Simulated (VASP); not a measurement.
CsI, 2 atoms in the cell. It takes space group Pm-3m (No. 221, cubic). Conventional cell: a = 4.567 Å, b = 4.567 Å, c = 4.567 Å, α = 90.00°, β = 90.00°, γ = 90.00°. Within 5.2 Å of Cs (site symmetry m-3m) lie 8 I at 3.95 Å and 6 Cs at 4.57 Å. Within 5.2 Å of I (site symmetry m-3m) lie 8 Cs at 3.95 Å and 6 I at 4.57 Å. 

```yaml
Program: VASP 6.6.1
Task: single point
Functional: PBEsol
Potentials_or_basis: VASP PAW PBE potentials, release 64 (Cs_sv, I)
Cutoff: 500 eV
k_mesh: 4 × 4 × 4
Occupations: gaussian, width 0.02 eV
Spin: no spin polarisation
Dipole_correction: no
Further_INCAR_settings: ALGO = Normal; EDIFF = 1e-06; NBANDS = 15
```

Potentials or basis: VASP PAW PBE potentials, release 64 (Cs_sv, I).

Command:

```bash
$ cat potpaw_PBE.64/Cs_sv/POTCAR potpaw_PBE.64/I/POTCAR > POTCAR
$ mpirun -np 1 vasp_std > vasp.out
```

Hardware: 1 thread of AMD EPYC 7R43 64-Core Processor (Zen 3), on a shared host.

**Question.** How long does it take, and how much memory?

**Answer.** Run time: 26 s on 1 thread of AMD EPYC 7R43 64-Core Processor (Zen 3) (shared host), peak memory 0.17 GiB. Counts: scf iterations 12, k points 10.
